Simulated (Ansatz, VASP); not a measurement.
**One calculation of GaP, two programs**

Contents of INCAR:

```
SYSTEM = GaP
PREC = Accurate
ENCUT = 520
EDIFF = 1E-6
ISMEAR = -1
SIGMA = 0.05
LREAL = .FALSE.
LASPH = .TRUE.
NELM = 100
ALGO = Normal
ISIF = 2
LWAVE = .FALSE.
LCHARG = .FALSE.
NBANDS = 26
```

File KPOINTS:

```
Automatic mesh
0
G
  8 8 8
  0 0 0
```

File POSCAR:

```
GaP
1.0
    1.9299744123      1.1142712464      6.3876490005
   -1.9299744123      1.1142712464      6.3876490005
    0.0000000000     -2.2285424929      6.3876490005
Ga P
2 2
Direct
    0.5646280000      0.5646280000      0.5646280000
    0.4353720000      0.4353720000      0.4353720000
    0.9426110000      0.9426110000      0.9426110000
    0.0573890000      0.0573890000      0.0573890000
```

Contents of input.yaml:

```yaml
crystal:
  lattice:
    - [1.9299744123, 1.1142712464, 6.3876490005]
    - [-1.9299744123, 1.1142712464, 6.3876490005]
    - [0.0, -2.2285424929, 6.3876490005]
  atoms:
    - { symbol: Ga, position: [0.564628, 0.564628, 0.564628] }
    - { symbol: Ga, position: [0.435372, 0.435372, 0.435372] }
    - { symbol: P, position: [0.942611, 0.942611, 0.942611] }
    - { symbol: P, position: [0.057389, 0.057389, 0.057389] }
kpoints:
  mp_grid: { grid: [8, 8, 8] }
scf:
  occupations: { method: fermi_dirac, width: 0.05 }
hamiltonian:
  xc: lda
  pseudopotentials: { kind: all_electron, lapw: { basis_error: 0.002 } }
output:
  forces: true
  stress: true
  eigenvalues: true
```

Change from the starting cell: volume scaled by 0.98.

Alike in both runs: task single point; functional LDA; k mesh 8 × 8 × 8; occupations fermi-dirac, width 0.05 eV; no spin polarisation.

```csv
,VASP,Ansatz
version,VASP 6.6.1,Ansatz 0.2.0
potentials or method,"VASP PAW LDA potentials, release 64 (Ga_d, P), cutoff 520 eV","all-electron LAPW, scalar-relativistic"
```

Ansatz gave:

- gap on the k mesh at the Fermi level (eV): 0.72
- least direct gap on the mesh (eV): 0.99
- pressure (GPa): -3.4
- traceless stress, the component that is largest in VASP (GPa): 0.33
- rms of the force components (eV/Å): 0.080

**Question.** Which values does VASP return?

**Answer.** gap on the k mesh at the Fermi level (eV): 0.73; least direct gap on the mesh (eV): 1.00; pressure (GPa): -3.4; traceless stress, the component that is largest in VASP (GPa): 0.29; rms of the force components (eV/Å): 0.066.

LDA's correlation is that of Perdew and Zunger in VASP and of Perdew and Wang (1992) in Ansatz. Atom by atom the forces differ by 0.016 eV/Å (rms over components). Ansatz ran all-electron here, and VASP with PAW potentials.
